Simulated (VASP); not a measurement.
Pd:

```
CELL_PARAMETERS angstrom
0.00000 3.89300 3.89300
3.89300 0.00000 3.89300
3.89300 3.89300 0.00000
ATOMIC_POSITIONS crystal
Pd 0.00000 0.00000 0.00000
Pd 0.00000 0.00000 0.50000
Pd 0.00000 0.50000 0.00000
Pd 0.00000 0.50000 0.50000
Pd 0.50000 0.00000 0.00000
Pd 0.50000 0.00000 0.50000
Pd 0.50000 0.50000 0.00000
Pd 0.50000 0.50000 0.50000
```

Base run:

```yaml
Program: VASP 6.6.1
Functional: PBEsol
Potentials_or_basis: VASP PAW PBE potentials, release 64 (Pd)
Cutoff: 520 eV
k_mesh: 7 × 7 × 7
Occupations: fermi-dirac, width 0.05 eV
Spin: no spin polarisation
```

Its results: band gap on the k mesh zero (bands 40 and 41 overlap by 0.45 eV); pressure -2.8 GPa.

Problem. The run is repeated on the same cell with these changes: functional from PBEsol to r2SCAN. What comes out?

Solution. Band gap on the k mesh zero (bands 40 and 41 overlap by 0.48 eV); pressure 3.2 GPa.

Caveats: the PAW data sets were made with another functional, which shifts forces and pressure a little; the cell stands under pressure (at least some runs).
